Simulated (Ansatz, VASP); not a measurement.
**BiOs in VASP and in Ansatz**

The input INCAR:

```
SYSTEM = BiOs
  PREC = Accurate
  ENCUT = 520
  EDIFF = 1E-6
  ISMEAR = 0
  SIGMA = 0.05
  LREAL = .False.
  LASPH = .True.
  NELM = 60
  ALGO = Normal
  ISIF = 2
  LWAVE = .False.
  LCHARG = .False.
  GGA = PE
  NBANDS = 18
```

Contents of KPOINTS:

```
Automatic mesh
0
Gamma
  10 10 10
  0 0 0
```

The input POSCAR:

```
BiOs
1.0
    0.0000000000      2.7436207722      2.7436207722
    2.7436207722      0.0000000000      2.7436207722
    2.7436207722      2.7436207722      0.0000000000
Os Bi
1 1
Direct
    0.5000000000      0.5000000000      0.5000000000
    0.0000000000      0.0000000000      0.0000000000
```

Input for Ansatz:

```yaml
crystal:
  lattice:
    - [0.0, 2.7436207722, 2.7436207722]
    - [2.7436207722, 0.0, 2.7436207722]
    - [2.7436207722, 2.7436207722, 0.0]
  atoms:
    - { symbol: Os, position: [0.5, 0.5, 0.5] }
    - { symbol: Bi, position: [0.0, 0.0, 0.0] }
basis:
  ecutwfc: 420
  ecutrho_ratio: 4
kpoints:
  mp_grid: { grid: [10, 10, 10] }
hamiltonian:
  xc: pbe
scf:
  occupations: { method: gaussian, width: 0.05 }
output:
  forces: true
  stress: true
  eigenvalues: true
```

Alike in both runs: task single point; functional PBE; k mesh 10 × 10 × 10; occupations gaussian, width 0.05 eV; no spin polarisation.

|  | VASP | Ansatz |
| --- | --- | --- |
| version | VASP 6.6.1 | Ansatz 0.2.0 |
| potentials or method | VASP PAW PBE potentials, release 64 (Os, Bi_d), cutoff 520 eV | scalar-relativistic, plane waves, PAW |
| valence electrons in the cell | 23 | 31 |

|  | VASP | Ansatz | Ansatz less VASP |
| --- | --- | --- | --- |
| gap on the k mesh at the Fermi level (eV) | none | none | - |
| pressure (GPa) | 8.3 | 8.0 | -0.25 |

A gap of «none» marks a metal or a gap that the smearing closes. The functional is the same, so the differences come from potentials, cutoffs and numerics. VASP's potentials hold 23 valence electrons a cell and Ansatz's 31, so a difference there can come from the potentials and not from the codes.

Spin-orbit coupling is off throughout.
